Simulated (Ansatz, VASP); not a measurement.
**NaLa: VASP beside Ansatz**

```
La Na
1.0
     3.60625    0.00000    0.00000
    -1.80313    3.12310    0.00000
     0.00000    0.00000    6.48378
La Na
1 1
Cartesian
  0.0000 2.0821 3.2419
  0.0000 0.0000 0.0000
```

Alike in both runs: functional revPBE; k mesh 5 × 5 × 3; occupations fermi-dirac, width 0.05 eV; no spin polarisation.

```csv
,VASP,Ansatz
version,VASP 6.6.1,Ansatz 0.2.0
potentials or method,"VASP PAW PBE potentials, release 64 (La, Na_pv)",Ansatz PAW
plane-wave cutoff (eV),520,420
valence electrons in the cell,18,20
task,single point,band structure
```

```tsv
	VASP	Ansatz	Ansatz less VASP
gap on the k mesh at the Fermi level (eV)	none	none	-
pressure (GPa)	0.9	0.9	0.00
traceless stress, the component that is largest in VASP (GPa)	-0.39	-0.38	+0.009
```

VASP's potentials were made for PBE, not for revPBE. A gap of «none» marks a metal or a gap that the smearing closes. VASP's potentials hold 18 valence electrons a cell and Ansatz's 20, so a difference there can come from the potentials and not from the codes.

The k mesh is coarse, so the values compare programs but aren't converged. Spin-orbit coupling is off throughout.
